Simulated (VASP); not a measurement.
Write the native input for VASP 6.6.1 that does the following.

```yaml
Task: single point
Functional: PBE
Potentials_or_basis: VASP PAW PBE potentials, release 64 (Al, Ni)
Cutoff: 520 eV
k_mesh: 6 × 6 × 6
Occupations: gaussian, width 0.1 eV
Spin: no spin polarisation
Dipole_correction: no
Further_INCAR_settings: ALGO = Fast; EDIFF = 1e-06; NBANDS = 24
```

The structure of AlNi3 lies in POSCAR:

```
AlNi3
1.0
    0.0000000000      2.8018887551      2.8018887551
    2.8018887551      0.0000000000      2.8018887551
    2.8018887551      2.8018887551      0.0000000000
Al Ni
1 3
Direct
    0.5000000000      0.5000000000      0.5000000000
    0.2500000000      0.2500000000      0.2500000000
    0.0000000000      0.0000000000      0.0000000000
    0.7500000000      0.7500000000      0.7500000000
```

The input as run:

INCAR

```
SYSTEM = AlNi3
ALGO = Fast ; EDIFF = 1E-6
ENCUT = 520 ; GGA = PE
ISIF = 2 ; ISMEAR = 0
LASPH = .True. ; LCHARG = .False.
LREAL = .False. ; LWAVE = .False.
NBANDS = 24 ; NELM = 60
PREC = Accurate ; SIGMA = 0.1
```

KPOINTS

```
k-points
0
Gamma
  6 6 6
  0 0 0
```

Potentials or basis: VASP PAW PBE potentials, release 64 (Al, Ni).

Run with:

```bash
$ cat potpaw_PBE.64/Al/POTCAR potpaw_PBE.64/Ni/POTCAR > POTCAR
$ mpirun -np 1 vasp_std > vasp.out
```

It gave:

```json
{
  "Pressure": "7.0 GPa",
  "Band gap on the k mesh": "zero (an odd number of electrons rules out a gap without spin polarisation)"
}
```

Caveat: the cell stands under pressure.

It took 39 s on 1 thread of Intel Xeon 8259CL, on a shared host, peak memory 0.17 GiB.
